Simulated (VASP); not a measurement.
Cu12O: single point with PBE

The system is Cu12O, a slab with vacuum.

```
Cu O
1.0
     5.13195    0.00000    0.00000
     0.00000    5.13195    0.00000
     0.00000    0.00000   19.02793
Cu O
12 1
Direct
  0.25000 0.25000 0.21022
  0.25000 0.75000 0.21022
  0.75000 0.25000 0.21022
  0.75000 0.75000 0.21022
  0.00000 0.00000 0.30292
  0.00000 0.50000 0.30292
  0.50000 0.00000 0.30292
  0.50000 0.50000 0.30292
  0.25000 0.25000 0.39563
  0.25000 0.75000 0.39563
  0.75000 0.25000 0.39563
  0.75000 0.75000 0.39563
  0.33333 0.41667 0.47028
```

```json
{"Program": "VASP 6.6.1", "Task": "single point", "Functional": "PBE", "Potentials or basis": "VASP PAW PBE potentials, release 64 (Cu, O)", "Cutoff": "520 eV", "k mesh": "5 × 5 × 1", "Occupations": "gaussian, width 0.1 eV", "Spin": "no spin polarisation", "Dipole correction": "yes", "Further INCAR settings": "ALGO = Normal; EDIFF = 1e-07; NBANDS = 81"}
```

The largest force is 1.869 eV/Å and the band gap on the k mesh is zero (bands 69 and 70 overlap by 0.61 eV).

Forces in eV/Å, atoms in the order of the input:
```
Cu   0.016  0.016 -0.030
Cu  -0.001 -0.018 -0.050
Cu  -0.019 -0.024 -0.022
Cu   0.000  0.024 -0.045
Cu   0.065  0.014  0.057
Cu  -0.093 -0.008 -0.140
Cu  -0.047 -0.032 -0.075
Cu   0.109  0.036 -0.285
Cu  -0.613 -1.274 -0.733
Cu   0.119 -0.526  0.892
Cu  -0.174  0.012  0.250
Cu  -0.019  0.040 -0.002
O    0.657  1.740  0.184
```

Levels at points of the mesh, in eV from the Fermi level:
| k point | band 67 | band 68 | band 69 | band 70 | band 71 | band 72 |
| --- | --- | --- | --- | --- | --- | --- |
| (0.00, 0.00, 0.00) | -0.34 | -0.23 | -0.20 | -0.08 | -0.07 | 0.55 |

It took 30 min on 1 thread of Oxide Virtual Turin-like Processor (shared host), peak memory 0.7 GiB.

With open d or f shells a metallic result of PBE can be an artefact of self-interaction; +U or a hybrid may open a gap.
